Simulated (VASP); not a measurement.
Input of a VASP 6.6.1 run:

Contents of POSCAR:

```
TiAl
1.0
    2.9246074773      0.0000000000      0.0000000000
   -1.4623037386      2.4831219328      0.0000000000
    0.0000000000      0.0000000000      4.6780830000
Ti Al
1 1
Direct
    0.0000000000      0.0000000000      0.0000000000
    0.3333333333      0.6666666667      0.5000000000
```

INCAR.step1

```
PREC     = Accurate       # precision mode
ENCUT    = 520            # plane-wave cutoff, eV
ISMEAR   = 0              # smearing method
SIGMA    = 0.15           # smearing width, eV
LREAL    = F              # projectors in reciprocal space
LASPH    = T              # aspherical terms in the spheres
NELM     = 80             # most SCF steps
NBANDS   = 14             # bands
GGA      = PE             # functional
ALGO     = Normal         # electronic algorithm
EDIFF    = 1E-4           # SCF threshold, eV
LWAVE    = T              # write WAVECAR
LCHARG   = F              # write CHGCAR
```

Contents of INCAR.step2:

```
PREC     = Accurate       # precision mode
ENCUT    = 520            # plane-wave cutoff, eV
EDIFF    = 1E-6           # SCF threshold, eV
ISMEAR   = 0              # smearing method
SIGMA    = 0.15           # smearing width, eV
LREAL    = F              # projectors in reciprocal space
LASPH    = T              # aspherical terms in the spheres
NELM     = 80             # most SCF steps
ALGO     = Normal         # electronic algorithm
ISIF     = 2              # what is computed and relaxed
LWAVE    = F              # write WAVECAR
LCHARG   = T              # write CHGCAR
METAGGA  = R2SCAN         # meta-GGA
LMIXTAU  = T            
LELF     = T              # ELF
LVHAR    = T            
NBANDS   = 14             # bands
ISTART   = 1
```

The input KPOINTS:

```
regular mesh
0
Gamma
  18 18 10
```

Potentials or basis: VASP PAW PBE potentials, release 64 (Ti_sv, Al).

The run is started by

```console
$ cat potpaw_PBE.64/Ti_sv/POTCAR potpaw_PBE.64/Al/POTCAR > POTCAR
$ cp INCAR.step1 INCAR
$ mpirun -np 1 vasp_std > vasp.out
$ cp INCAR.step2 INCAR
$ mpirun -np 1 vasp_std > vasp.out
```

(1) Estimate the pressure.

(2) Predict the largest force.

Results:

(1) -3.0 GPa.

(2) 0.067 eV/Å.

Caveat: the cell differs from its parent crystal (strain +0.0200 x Voigt [1, 0, 0, 0, 0, 0]); the PAW data sets were made with another functional, which shifts forces and pressure a little.
